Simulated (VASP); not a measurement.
# MgO (Fm-3m) in VASP: further runs

MgO is run at these levels: LDA, PBE, r2SCAN; tasks: single point.

Program: VASP 6.6.1. These are calculated values, not measurements. Logs are shortened: lines on timing, memory, paths and dates and some standing lists are left out, and cuts for length are marked.

### Step 1. The cell of the first run

The structure is cubic, space group Fm-3m (No. 225). Conventional cell: a = 4.204 Å, b = 4.204 Å, c = 4.204 Å, α = 90.00°, β = 90.00°, γ = 90.00°. Mg (site symmetry m-3m) has 6 O at 2.10 Å within 2.8 Å. Within 2.8 Å of O (site symmetry m-3m) lie 6 Mg at 2.10 Å.

### Step 2. Single point, LDA

INCAR reads:

```
SYSTEM = MgO
ALGO = Normal ; EDIFF = 1E-6
ENCUT = 600 ; GGA_COMPAT = .FALSE.
ISIF = 2 ; ISMEAR = 0
LASPH = .TRUE. ; LCHARG = .FALSE.
LREAL = .FALSE. ; LWAVE = .FALSE.
NBANDS = 11 ; NELM = 120
PREC = Accurate ; SIGMA = 0.01
```

KPOINTS reads:

```
k-points
0
G
  8 8 8
  0 0 0
```

POSCAR reads:

```
MgO
1.0
    0.0000000000      2.1021674168      2.1021674168
    2.1021674168      0.0000000000      2.1021674168
    2.1021674168      2.1021674168      0.0000000000
Mg O
1 1
Direct
    0.0000000000      0.0000000000      0.0000000000
    0.5000000000      0.5000000000      0.5000000000
```

Potentials or basis: VASP PAW LDA potentials, release 64 (Mg, O).

Run with:

```bash
cat potpaw_LDA.64/Mg/POTCAR potpaw_LDA.64/O/POTCAR > POTCAR
mpirun -np 1 vasp_std > vasp.out
```

OUTCAR:

```text
SYSTEM = MgO
   EDIFF = 1E-6
   ENCUT = 600
   ISIF = 2
   ISMEAR = 0
   LASPH = .TRUE.
   LREAL = .FALSE.
   NELM = 120
   PREC = Accurate

 ion  position               nearest neighbor table
   1  0.000  0.000  0.000-   2 2.10   2 2.10   2 2.10   2 2.10   2 2.10   2 2.10
   2  0.500  0.500  0.500-   1 2.10   1 2.10   1 2.10   1 2.10   1 2.10   1 2.10

  LATTYP: Found a face centered cubic cell.
 ALAT       =     4.2043348336

  Lattice vectors:

 A1 = (   0.0000000000,   2.1021674168,   2.1021674168)
 A2 = (   2.1021674168,   0.0000000000,   2.1021674168)
 A3 = (   2.1021674168,   2.1021674168,   0.0000000000)

Analysis of symmetry for initial positions (statically):
=====================================================================
 Subroutine PRICEL returns:
 Original cell was already a primitive cell.

 Routine SETGRP: Setting up the symmetry group for a
 face centered cubic supercell.

 Subroutine GETGRP returns: Found 48 space group operations
 (whereof 48 operations were pure point group operations)
 out of a pool of 48 trial point group operations.

The static configuration has the point symmetry O_h .

Analysis of symmetry for dynamics (positions and initial velocities):
=====================================================================
 Subroutine PRICEL returns:
 Original cell was already a primitive cell.

 Routine SETGRP: Setting up the symmetry group for a
 face centered cubic supercell.

 Subroutine GETGRP returns: Found 48 space group operations
 (whereof 48 operations were pure point group operations)
 out of a pool of 48 trial point group operations.

The dynamic configuration has the point symmetry O_h .

 Subroutine INISYM returns: Found 48 space group operations
 (whereof 48 operations are pure point group operations),
 and found     1 'primitive' translations

----------------------------------------------------------------------------------------

                                     Primitive cell

  volume of cell :      18.5794

  direct lattice vectors                    reciprocal lattice vectors
     0.000000000  2.102167417  2.102167417    -0.237849753  0.237849753  0.237849753
     2.102167417  0.000000000  2.102167417     0.237849753 -0.237849753  0.237849753
     2.102167417  2.102167417  0.000000000     0.237849753  0.237849753 -0.237849753

  length of vectors
     2.972913671  2.972913671  2.972913671     0.411967856  0.411967856  0.411967856

  position of ions in fractional coordinates (direct lattice)
     0.000000000  0.000000000  0.000000000
     0.500000000  0.500000000  0.500000000

  ion indices of the primitive-cell ions
   primitive index   ion index
                 1           1
                 2           2

----------------------------------------------------------------------------------------

 KPOINTS: k-points

Automatic generation of k-mesh.
 Grid dimensions read from file:
 generate k-points for:    8    8    8

 Generating k-lattice:

  Cartesian coordinates                     Fractional coordinates (reciprocal lattice)
    -0.029731219  0.029731219  0.029731219     0.125000000  0.000000000  0.000000000
     0.029731219 -0.029731219  0.029731219     0.000000000  0.125000000  0.000000000
     0.029731219  0.029731219 -0.029731219     0.000000000  0.000000000  0.125000000

  Length of vectors
     0.051495982  0.051495982  0.051495982

  Shift w.r.t. Gamma in fractional coordinates (k-lattice)
     0.000000000  0.000000000  0.000000000

 Subroutine IBZKPT returns following result:
 ===========================================

 Found     29 irreducible k-points:

 Following reciprocal coordinates:
            Coordinates               Weight
  0.000000  0.000000  0.000000      1.000000
  0.125000  0.000000  0.000000      8.000000
  0.250000  0.000000  0.000000      8.000000
  0.375000  0.000000  0.000000      8.000000
  0.500000  0.000000  0.000000      4.000000
  0.125000  0.125000  0.000000      6.000000
[... 16 lines left out ...]
  0.500000  0.250000  0.125000     48.000000
 -0.375000  0.250000  0.125000     24.000000
 [... further k-points ...]
   k-points           NKPTS =     29   k-points in BZ     NKDIM =     29   number of bands    NBANDS=     11
   number of dos      NEDOS =    301   number of ions     NIONS =      2
   total plane-waves  NPLWV =  13824
   dimension x,y,z NGX =    24 NGY =   24 NGZ =   24
   dimension x,y,z NGXF=    48 NGYF=   48 NGZF=   48
   ions per type =               1   1
   NGX,Y,Z   is equivalent  to a cutoff of  13.42, 13.42, 13.42 a.u.
   NGXF,Y,Z  is equivalent  to a cutoff of  26.84, 26.84, 26.84 a.u.
 SYSTEM =  MgO
   PREC   = accura    normal or accurate (medium, high low for compatibility)
   ISTART =      0    job   : 0-new  1-cont  2-samecut
   ICHARG =      2    charge: 1-file 2-atom 10-const
   ISPIN  =      1    spin polarized calculation?
   LNONCOLLINEAR =      F non collinear calculations
   LSORBIT =      F    spin-orbit coupling
   LASPH  =      T    aspherical Exc in radial PAW
   ENCUT  =  600.0 eV  44.10 Ry    6.64 a.u.   5.94  5.94  5.94*2*pi/ulx,y,z
   NELM   =    120;   NELMIN=  2; NELMDL= -5     # of ELM steps
   EDIFF  = 0.1E-05   stopping-criterion for ELM
   LREAL  =      F    real-space projection
   EDIFFG = 0.1E-04   stopping-criterion for IOM
   NSW    =      0    number of steps for IOM
   IBRION =     -1    ionic relax: 0-MD 1-quasi-New 2-CG
   NFREE  =      0    steps in history (QN), initial steepest desc. (CG)
   ISIF   =      2    stress and relaxation
   ISYM   =      2    0-nonsym 1-usesym 2-fastsym
   POTIM  = 0.5000    time-step for ionic-motion
   TEBEG  =    0.0;   TEEND  =   0.0 temperature during run
   PSTRESS=    0.0 pullay stress
   NELECT =       8.0000    total number of electrons
   NUPDOWN=      -1.0000    fix difference up-down
   EMIN   =  10.00;   EMAX   =-10.00  energy-range for DOS
   EFERMI =   0.00;   METHOD = LEGACY
   ISMEAR =     0;   SIGMA  =   0.01  broadening in eV -4-tet -1-fermi 0-gaus
   EFERMI_NEDOS =   21; number of points for ismear=-14 and -15
   IALGO  =     38    algorithm
   IMIX   =      4    mixing-type and parameters
     AMIX     =   0.40;   BMIX     =  1.00
     AMIX_MAG =   1.60;   BMIX_MAG =  1.00
  volume/ion in A,a.u.               =       9.29        62.69
  Fermi-wavevector in a.u.,A,eV,Ry     =   1.236216  2.336109 20.792816  1.528229
  Thomas-Fermi vector in A             =   2.370833
   LORBIT       =      0    0 simple, 1 ext, 2 COOP (PROOUT), +10 PAW based schemes
   GGA     = CA    functional components
   LHFCALC =     F    Hartree Fock is set to
   AEXX    =    0.0000 exact exchange contribution
   IVDW    =     0    specifies the selected vdW correction
   LEPSILON=     F    determine dielectric tensor
   LRPA    =     F    only Hartree local field effects (RPA)
 non-spin polarized calculation
 Gauss-broadening in eV      SIGMA  =   0.01
  energy-cutoff  :      600.00
  volume of cell :       18.58
 maximum number of plane-waves:       636
   NGX = 11   NGY = 11   NGZ = 11

 number of electron       8.0000004 magnetization

 Free energy of the ion-electron system (eV)
  ---------------------------------------------------
  ext. energy  EPLUGINS =         0.00000000
  ---------------------------------------------------
  free energy    TOTEN  =       -13.43258762 eV

  energy without entropy =      -13.43258762  energy(sigma->0) =      -13.43258762

 E-fermi :   3.0147     XC(G=0): -11.6183

 val. band max:        2.9202118168   @ k =   0.0000   0.0000   0.0000
 cond. band min:       7.6318671464   @ k =   0.0000   0.0000   0.0000
 fundamental gap:      4.7116553295
 Fermi energy:         3.0146645288

 k-point     1 :       0.0000    0.0000    0.0000
  band No.  band energies     occupation
      1     -14.1100      2.00000
      2       2.9202      2.00000
      3       2.9202      2.00000
      4       2.9202      2.00000
      5       7.6319      0.00000
      6      18.4778      0.00000
      7      18.4778      0.00000
      8      18.4778      0.00000
      9      22.5166      0.00000
     10      24.1669      0.00000
     11      24.1669      0.00000

 k-point     2 :       0.1250    0.0000    0.0000
  band No.  band energies     occupation
      1     -13.9383      2.00000
      2       1.9526      2.00000
      3       2.8139      2.00000
      4       2.8139      2.00000
      5       8.5373      0.00000
      6      16.8258      0.00000
      7      18.8384      0.00000
      8      18.8384      0.00000
      9      23.1782      0.00000
     10      23.1782      0.00000
     11      24.6285      0.00000

 k-point     3 :       0.2500    0.0000    0.0000
  band No.  band energies     occupation
      1     -13.4899      2.00000
      2       0.2147      2.00000
      3       2.5694      2.00000
      4       2.5694      2.00000
      5       9.9495      0.00000
      6      15.3081      0.00000
      7      19.3293      0.00000
      8      19.3293      0.00000
      9      22.7876      0.00000
     10      22.7876      0.00000
     11      24.6547      0.00000

 k-point     4 :       0.3750    0.0000    0.0000
  band No.  band energies     occupation
      1     -12.9797      2.00000
      2      -1.2334      2.00000
      3       2.3396      2.00000
      4       2.3396      2.00000
      5      10.6129      0.00000
      6      15.1449      0.00000
      7      19.1472      0.00000
      8      19.1472      0.00000
      9      23.8690      0.00000
     10      24.1017      0.00000
     11      24.1017      0.00000
[... 239 lines left out ...]
 k-point    22 :       0.3750    0.2500    0.1250
  band No.  band energies     occupation
      1     -13.1674      2.00000
      2      -0.1489      2.00000
      3       1.7355      2.00000
      4       2.2880      2.00000
      5      11.3445      0.00000
      6      14.2107      0.00000
      7      17.7566      0.00000
      8      20.2138      0.00000
      9      20.7942      0.00000
     10      25.1025      0.00000
     11      28.4559      0.00000

 k-point    23 :       0.5000    0.2500    0.1250
  band No.  band energies     occupation
      1     -12.7644      2.00000
      2      -0.8666      2.00000
      3       1.1466      2.00000
      4       2.0288      2.00000
      5      12.3039      0.00000
      6      14.4099      0.00000
      7      16.6031      0.00000
      8      19.8154      0.00000
      9      22.3675      0.00000
     10      25.0801      0.00000
     11      28.6585      0.00000

 k-point    24 :      -0.3750    0.2500    0.1250
  band No.  band energies     occupation
      1     -12.5841      2.00000
      2      -1.1754      2.00000
      3       0.9357      2.00000
      4       1.9066      2.00000
      5      12.4600      0.00000
      6      14.9694      0.00000
      7      16.1747      0.00000
      8      19.5735      0.00000
      9      23.2378      0.00000
     10      24.7302      0.00000
     11      28.7950      0.00000

 [... further k-points ...]
[... 5 lines left out ...]
  --------------------------------------------------------------------------------------
  -------------------------------------------------------------------------------------
  Total       -0.8294531     -0.8294531     -0.8294531      0.0000000      0.0000000      0.0000000
  in kB      -71.5270851    -71.5270851    -71.5270851      0.0000000      0.0000000      0.0000000
  external PRESSURE =     -71.5270851 kB  Pullay stress =       0.0000000 kB

 VOLUME and BASIS-vectors are now :
 -----------------------------------------------------------------------------
  energy-cutoff  :      600.00
  volume of cell :       18.58
      direct lattice vectors                 reciprocal lattice vectors
     0.000000000  2.102167417  2.102167417    -0.237849753  0.237849753  0.237849753
     2.102167417  0.000000000  2.102167417     0.237849753 -0.237849753  0.237849753
     2.102167417  2.102167417  0.000000000     0.237849753  0.237849753 -0.237849753

 POSITION                                       TOTAL-FORCE (eV/Angst)
 -----------------------------------------------------------------------------------
      0.00000      0.00000      0.00000         0.000000      0.000000      0.000000
      2.10217      2.10217      2.10217        -0.000000     -0.000000     -0.000000
 -----------------------------------------------------------------------------------
    total drift:                               -0.000000     -0.000000      0.000000

  FREE ENERGIE OF THE ION-ELECTRON SYSTEM (eV)
  ---------------------------------------------------
  free  energy   TOTEN  =       -13.4325876158 eV

  energy  without entropy=      -13.4325876158  energy(sigma->0) =      -13.43258762
```

Wall time 7.2 s (1 thread of Intel Xeon Platinum 8488C (Sapphire Rapids), shared host); peak memory 0.13 GiB.

What came out:

```yaml
Free_energy: -13.4326 eV
Pressure: -7.2 GPa
Band_gap_on_the_k_mesh: 4.71 eV, direct
```

LDA gaps usually lie below the measured ones, often by a third to a half.

### Step 3. Single point, PBE

INCAR reads:

```
SYSTEM = MgO
PREC = Accurate ; ENCUT = 600
EDIFF = 1E-6 ; ISMEAR = 0
SIGMA = 0.01 ; LREAL = .False.
LASPH = .True. ; NELM = 120
ALGO = Normal ; ISIF = 2
LWAVE = .False. ; LCHARG = .False.
GGA = PE ; NBANDS = 11
GGA_COMPAT = .False.
```

KPOINTS reads:

```
regular mesh
0
Gamma
  10 10 10
  0 0 0
```

POSCAR is that of step 2.

Potentials or basis: VASP PAW PBE potentials, release 64 (Mg, O).

Run with:

```bash
cat potpaw_PBE.64/Mg/POTCAR potpaw_PBE.64/O/POTCAR > POTCAR
mpirun -np 1 vasp_std > vasp.out
```

OUTCAR:

```text
SYSTEM = MgO
   PREC = Accurate
   ENCUT = 600
   EDIFF = 1E-6
   ISMEAR = 0
   LREAL = .False.
   LASPH = .True.
   NELM = 120
   ISIF = 2
   GGA = PE

 ion  position               nearest neighbor table
   1  0.000  0.000  0.000-   2 2.10   2 2.10   2 2.10   2 2.10   2 2.10   2 2.10
   2  0.500  0.500  0.500-   1 2.10   1 2.10   1 2.10   1 2.10   1 2.10   1 2.10

  LATTYP: Found a face centered cubic cell.
 ALAT       =     4.2043348336

  Lattice vectors:

 A1 = (   0.0000000000,   2.1021674168,   2.1021674168)
 A2 = (   2.1021674168,   0.0000000000,   2.1021674168)
 A3 = (   2.1021674168,   2.1021674168,   0.0000000000)

Analysis of symmetry for initial positions (statically):
=====================================================================
 Subroutine PRICEL returns:
 Original cell was already a primitive cell.

 Routine SETGRP: Setting up the symmetry group for a
 face centered cubic supercell.

 Subroutine GETGRP returns: Found 48 space group operations
 (whereof 48 operations were pure point group operations)
 out of a pool of 48 trial point group operations.

The static configuration has the point symmetry O_h .

Analysis of symmetry for dynamics (positions and initial velocities):
[... 163 lines left out ...]
 fundamental gap:      4.7815681435
 Fermi energy:         3.3593350256

 k-point     1 :       0.0000    0.0000    0.0000
  band No.  band energies     occupation
      1     -14.0644      2.00000
      2       3.2264      2.00000
      3       3.2264      2.00000
      4       3.2264      2.00000
      5       8.0080      0.00000
      6      19.0600      0.00000
      7      19.0600      0.00000
      8      19.0600      0.00000
      9      22.9900      0.00000
     10      24.7719      0.00000
     11      24.7719      0.00000
[... 309 lines left out ...]
 k-point    24 :       0.4000    0.3000    0.0000
  band No.  band energies     occupation
      1     -12.8145      2.00000
      2      -0.3663      2.00000
      3       1.9158      2.00000
      4       2.1359      2.00000
      5      12.8526      0.00000
      6      13.4281      0.00000
      7      16.8889      0.00000
      8      21.4786      0.00000
      9      21.6859      0.00000
     10      28.1835      0.00000
     11      30.3156      0.00000

 [... further k-points ...]
[... 5 lines left out ...]
  --------------------------------------------------------------------------------------
  -------------------------------------------------------------------------------------
  Total        0.5370728      0.5370728      0.5370728      0.0000000      0.0000000      0.0000000
  in kB       46.3139533     46.3139533     46.3139533      0.0000000      0.0000000      0.0000000
  external PRESSURE =      46.3139533 kB  Pullay stress =       0.0000000 kB

 VOLUME and BASIS-vectors are now :
 -----------------------------------------------------------------------------
  energy-cutoff  :      600.00
  volume of cell :       18.58
      direct lattice vectors                 reciprocal lattice vectors
     0.000000000  2.102167417  2.102167417    -0.237849753  0.237849753  0.237849753
     2.102167417  0.000000000  2.102167417     0.237849753 -0.237849753  0.237849753
     2.102167417  2.102167417  0.000000000     0.237849753  0.237849753 -0.237849753

 POSITION                                       TOTAL-FORCE (eV/Angst)
 -----------------------------------------------------------------------------------
      0.00000      0.00000      0.00000        -0.000000     -0.000000      0.000000
      2.10217      2.10217      2.10217         0.000000      0.000000      0.000000
 -----------------------------------------------------------------------------------
    total drift:                               -0.000000     -0.000000      0.000000

  FREE ENERGIE OF THE ION-ELECTRON SYSTEM (eV)
  ---------------------------------------------------
  free  energy   TOTEN  =       -11.9059882236 eV

  energy  without entropy=      -11.9059882236  energy(sigma->0) =      -11.90598822
```

stdout:

```text
POSCAR found type information on POSCAR MgO
 POSCAR found :  2 types and       2 ions
 scaLAPACK will be used
 LDA part: xc-table for (Slater+PW92), standard interpolation
 POSCAR, INCAR and KPOINTS ok, starting setup
 FFT: planning ... GRIDC
 FFT: planning ... GRID_SOFT
 FFT: planning ... GRID
 WAVECAR not read
 entering main loop
```

Run time: 7.9 s. Hardware: 1 thread of Intel Xeon Platinum 8488C (Sapphire Rapids), shared host; peak memory 0.14 GiB.

Results:

| Item | Value |
| --- | --- |
| Free energy | -11.9060 eV |
| Pressure | 4.6 GPa |
| Band gap on the k mesh | 4.78 eV, direct |

[end of part 1 of 2]
